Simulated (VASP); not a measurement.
# Li in VASP: single point with PBE

Aim: the single point of Li with PBE.

Program: VASP 6.6.1. These are calculated values, not measurements. Logs are shortened: lines on timing, memory, paths and dates and some standing lists are left out, and cuts for length are marked.

## (1) The cell of the first run

The typed cell holds 6 atoms: a = 3.061 Å, b = 3.061 Å, c = 14.993 Å, α = 90.00°, β = 90.00°, γ = 59.99°.

This isn't the form of Li at room conditions, which is bcc.

## (2) Single point, PBE

Contents of INCAR:

```
SYSTEM = Li
ALGO = Fast ; EDIFF = 1E-7
ENCUT = 520 ; GGA = PE
ISIF = 2 ; ISMEAR = -1
LASPH = .True. ; LCHARG = .False.
LREAL = .False. ; LWAVE = .False.
NBANDS = 18 ; NELM = 100
PREC = Accurate ; SIGMA = 0.15
```

Contents of KPOINTS:

```
k-points
0
Gamma
  14 14 4
  0 0 0
```

Contents of POSCAR:

```
Li
1.0
    3.0602767755      0.0303727820     -0.0257942572
    1.5045048935      2.6656285465     -0.0267210165
    0.1243632531      0.0798168773     14.9920446847
Li
6
Direct
    0.8334233040      0.3333188707      0.0832975063
    0.1665756812      0.6666823650      0.5833138127
    0.5003577278      0.9999468719      0.2499856847
    0.1665766960      0.6666811293      0.9167024937
    0.4996422722      0.0000531281      0.7500143153
    0.8334243188      0.3333176350      0.4166861873
```

Potentials or basis: VASP PAW PBE potentials, release 64 (Li_sv).

Command:

```bash
$ cat potpaw_PBE.64/Li_sv/POTCAR > POTCAR
$ mpirun -np 1 vasp_std > vasp.out
```

OUTCAR:

```text
SYSTEM = Li
   EDIFF = 1E-7
   ENCUT = 520
   GGA = PE
   ISIF = 2
   ISMEAR = -1
   LASPH = .True.
   LREAL = .False.
   NELM = 100
   PREC = Accurate

 ion  position               nearest neighbor table
   1  0.833  0.333  0.083-
   2  0.167  0.667  0.583-
   3  0.500  1.000  0.250-
   4  0.167  0.667  0.917-
   5  0.500  0.000  0.750-
   6  0.833  0.333  0.417-

  LATTYP: Found a base centered monoclinic cell.
 ALAT       =    30.4499631580
 B/A-ratio  =     0.1005261286
 C/A-ratio  =     0.4923740917
 COS(beta)  =    -0.9847335919

  Lattice vectors:

 A1 = (  -1.6801351351,   2.5554388872, -14.9929714440)
 A2 = (  -3.1846400286,  -0.1101896593, -14.9662504275)
 A3 = (   0.1243632531,   0.0798168773,  14.9920446847)

Analysis of symmetry for initial positions (statically):
=====================================================================
 Subroutine PRICEL returns:
 Original cell was already a primitive cell.

 Routine SETGRP: Setting up the symmetry group for a
 base centered monoclinic supercell.

 Subroutine GETGRP returns: Found  2 space group operations
 (whereof  2 operations were pure point group operations)
 out of a pool of  4 trial point group operations.

The static configuration has the point symmetry S_2 .

Analysis of symmetry for dynamics (positions and initial velocities):
=====================================================================
 Subroutine PRICEL returns:
 Original cell was already a primitive cell.

 Routine SETGRP: Setting up the symmetry group for a
 base centered monoclinic supercell.

 Subroutine GETGRP returns: Found  2 space group operations
 (whereof  2 operations were pure point group operations)
 out of a pool of  4 trial point group operations.

The dynamic configuration has the point symmetry S_2 .

 Subroutine INISYM returns: Found  2 space group operations
 (whereof  2 operations are pure point group operations),
 and found     1 'primitive' translations

----------------------------------------------------------------------------------------

                                     Primitive cell

  volume of cell :     121.6253

  direct lattice vectors                    reciprocal lattice vectors
     3.060276776  0.030372782 -0.025794257     0.328594028 -0.185478870 -0.001738300
[... 96 lines left out ...]
   EDIFFG = 0.1E-05   stopping-criterion for IOM
   NSW    =      0    number of steps for IOM
   IBRION =     -1    ionic relax: 0-MD 1-quasi-New 2-CG
   NFREE  =      0    steps in history (QN), initial steepest desc. (CG)
   ISIF   =      2    stress and relaxation
   ISYM   =      2    0-nonsym 1-usesym 2-fastsym
   POTIM  = 0.5000    time-step for ionic-motion
   TEBEG  =    0.0;   TEEND  =   0.0 temperature during run
   PSTRESS=    0.0 pullay stress
   NELECT =      18.0000    total number of electrons
   NUPDOWN=      -1.0000    fix difference up-down
   EMIN   =  10.00;   EMAX   =-10.00  energy-range for DOS
   EFERMI =   0.00;   METHOD = LEGACY
   ISMEAR =    -1;   SIGMA  =   0.15  broadening in eV -4-tet -1-fermi 0-gaus
   EFERMI_NEDOS =   21; number of points for ismear=-14 and -15
   IALGO  =     68    algorithm
   IMIX   =      4    mixing-type and parameters
     AMIX     =   0.40;   BMIX     =  1.00
     AMIX_MAG =   1.60;   BMIX_MAG =  1.00
  volume/ion in A,a.u.               =      20.27       136.79
  Fermi-wavevector in a.u.,A,eV,Ry     =   0.865946  1.636401 10.202507  0.749863
  Thomas-Fermi vector in A             =   1.984264
   LORBIT       =      0    0 simple, 1 ext, 2 COOP (PROOUT), +10 PAW based schemes
   GGA     = PE    functional components
   LHFCALC =     F    Hartree Fock is set to
   AEXX    =    0.0000 exact exchange contribution
   IVDW    =     0    specifies the selected vdW correction
   LEPSILON=     F    determine dielectric tensor
   LRPA    =     F    only Hartree local field effects (RPA)
 non-spin polarized calculation
 RMM-DIIS sequential band-by-band and
  energy-cutoff  :      520.00
  volume of cell :      121.63
 maximum number of plane-waves:      3315
   NGX = 11   NGY = 11   NGZ = 55

 number of electron      17.9999967 magnetization

 Free energy of the ion-electron system (eV)
  ---------------------------------------------------
  ext. energy  EPLUGINS =         0.00000000
  ---------------------------------------------------
  free energy    TOTEN  =       -11.54703360 eV

  energy without entropy =      -11.34122459  energy(sigma->0) =      -11.44412910

 E-fermi :   0.6121     XC(G=0):  -7.0440

 val. band max:        0.6103983653   @ k =   0.4286   0.0000   0.2500
 cond. band min:       0.6213065632   @ k =   0.2143   0.3571  -0.0000
 fundamental gap:      0.0109081980
 Fermi energy:         0.6121273134

 k-point     1 :       0.0000    0.0000    0.0000
  band No.  band energies     occupation
      1     -45.9037      2.00000
      2     -45.8993      2.00000
      3     -45.8991      2.00000
      4     -45.8904      2.00000
      5     -45.8902      2.00000
      6     -45.8858      2.00000
[... 481 lines left out ...]
      5     -45.8888      2.00000
      6     -45.8846      2.00000
[... 10 lines left out ...]
     17      11.1172      0.00000
     18      11.5987      0.00000

 [... further k-points ...]

------------------------ aborting loop because EDIFF is reached ----------------------------------------

  FORCE on cell =-STRESS in cart. coord.  units (eV):
  Direction    XX          YY          ZZ          XY          YZ          ZX
  --------------------------------------------------------------------------------------
  -------------------------------------------------------------------------------------
  Total       -0.0490715     -0.0494360     -0.0484054     -0.0009813     -0.0000795      0.0002902
  in kB       -0.6464219     -0.6512237     -0.6376469     -0.0129261     -0.0010477      0.0038223
  external PRESSURE =      -0.6450975 kB  Pullay stress =       0.0000000 kB

 VOLUME and BASIS-vectors are now :
 -----------------------------------------------------------------------------
  energy-cutoff  :      520.00
  volume of cell :      121.63
      direct lattice vectors                 reciprocal lattice vectors
     3.060276776  0.030372782 -0.025794257     0.328594028 -0.185478870 -0.001738300
     1.504504894  2.665628546 -0.026721016    -0.003760803  0.377248853 -0.001977257
     0.124363253  0.079816877 14.992044685     0.000558653  0.000353266  0.066695527

 POSITION                                       TOTAL-FORCE (eV/Angst)
 -----------------------------------------------------------------------------------
      3.06235      0.92047      1.21840         0.000025     -0.000005     -0.000457
      1.58534      1.82875      8.72296        -0.000034     -0.000002     -0.000665
      3.06675      2.70064      3.70817         0.000100     -0.000012      0.000103
      1.62680      1.85535     13.72113        -0.000025      0.000005      0.000457
      1.62240      0.07518     11.23136        -0.000100      0.000012     -0.000103
      3.10381      0.94707      6.21657         0.000034      0.000002      0.000665
 -----------------------------------------------------------------------------------
    total drift:                                0.000000      0.000000      0.000000

  FREE ENERGIE OF THE ION-ELECTRON SYSTEM (eV)
  ---------------------------------------------------
  free  energy   TOTEN  =       -11.5470335965 eV

  energy  without entropy=      -11.3412245937  energy(sigma->0) =      -11.44412910
```

OSZICAR:

```text
N       E                     dE             d eps       ncg     rms          rms(c)
DAV:   1     0.850799372453E+02    0.85080E+02   -0.83313E+03 14344   0.987E+02
DAV:   2     0.112639797713E+02   -0.73816E+02   -0.69474E+02 15732   0.250E+02
DAV:   3    -0.100291964611E+02   -0.21293E+02   -0.21063E+02 27656   0.585E+01
DAV:   4    -0.114120795254E+02   -0.13829E+01   -0.13806E+01 21498   0.296E+01
DAV:   5    -0.115553544281E+02   -0.14327E+00   -0.14326E+00 24588   0.499E+00    0.565E-01
RMM:   6    -0.115496068738E+02    0.57476E-02   -0.16668E-02 20189   0.107E+00    0.341E-01
RMM:   7    -0.115465517739E+02    0.30551E-02   -0.10434E-02 22559   0.798E-01    0.556E-02
RMM:   8    -0.115469410275E+02   -0.38925E-03   -0.36314E-03 25749   0.391E-01    0.629E-02
RMM:   9    -0.115470336766E+02   -0.92649E-04   -0.46251E-04 25113   0.149E-01    0.551E-02
RMM:  10    -0.115470295533E+02    0.41233E-05   -0.37841E-04 24704   0.100E-01    0.191E-02
RMM:  11    -0.115470383071E+02   -0.87538E-05   -0.10951E-04 25891   0.632E-02    0.193E-02
RMM:  12    -0.115470423075E+02   -0.40004E-05   -0.34732E-05 25588   0.311E-02    0.269E-02
RMM:  13    -0.115470401686E+02    0.21389E-05   -0.76802E-06 24607   0.173E-02    0.207E-02
RMM:  14    -0.115470348506E+02    0.53180E-05   -0.25861E-06 22892   0.101E-02    0.494E-03
RMM:  15    -0.115470342993E+02    0.55134E-06   -0.11574E-06 22673   0.636E-03    0.225E-03
RMM:  16    -0.115470339903E+02    0.30904E-06   -0.43419E-07 19052   0.451E-03    0.756E-04
RMM:  17    -0.115470335451E+02    0.44518E-06   -0.37511E-07 19352   0.440E-03    0.180E-03
RMM:  18    -0.115470335965E+02   -0.51439E-07   -0.13518E-07 16321   0.342E-03
   1 F= -.11547034E+02 E0= -.11444129E+02  d E =-.205809E+00
```

Run time: 25 min. Hardware: 1 thread of Intel Xeon 8259CL, shared host; peak memory 0.66 GiB.

What came out:

```
Free energy            : -11.5470 eV
Band gap on the k mesh : zero (bands 9 and 10 overlap by 4.07 eV)
```

Levels at points of the mesh, in eV from the Fermi level:
```
           k point  band 5  band 6  band 7  band 8  band 9  band 10  band 11  band 12  band 13  band 14
(0.00, 0.00, 0.00)  -46.50  -46.50   -3.55   -3.05   -3.05    -1.59    -1.59     0.00     2.94     5.70
(0.50, 0.00, 0.00)  -46.49  -46.49   -0.03    0.22    0.30     0.83     1.03     1.34     3.30     3.34
(0.00, 0.50, 0.00)  -46.49  -46.49   -0.03    0.22    0.30     0.83     1.03     1.34     3.30     3.34
(0.50, 0.50, 0.00)  -46.49  -46.49   -0.03    0.22    0.29     0.83     1.03     1.34     3.30     3.34
(0.00, 0.00, 0.50)  -46.50  -46.50   -3.42   -3.42   -2.43    -2.43    -0.61    -0.61     3.84     3.84
(0.50, 0.00, 0.50)  -46.49  -46.49    0.05    0.05    0.57     0.57     1.24     1.24     3.25     3.25
(0.00, 0.50, 0.50)  -46.49  -46.49    0.04    0.04    0.57     0.57     1.23     1.23     3.25     3.25
(0.50, 0.50, 0.50)  -46.49  -46.49    0.04    0.04    0.56     0.56     1.23     1.23     3.25     3.25
```

Caveat: the cutoff is under 1.25 times the usual one of these potentials, so pressure, stress and relaxed cells hold a basis-set (Pulay) error.
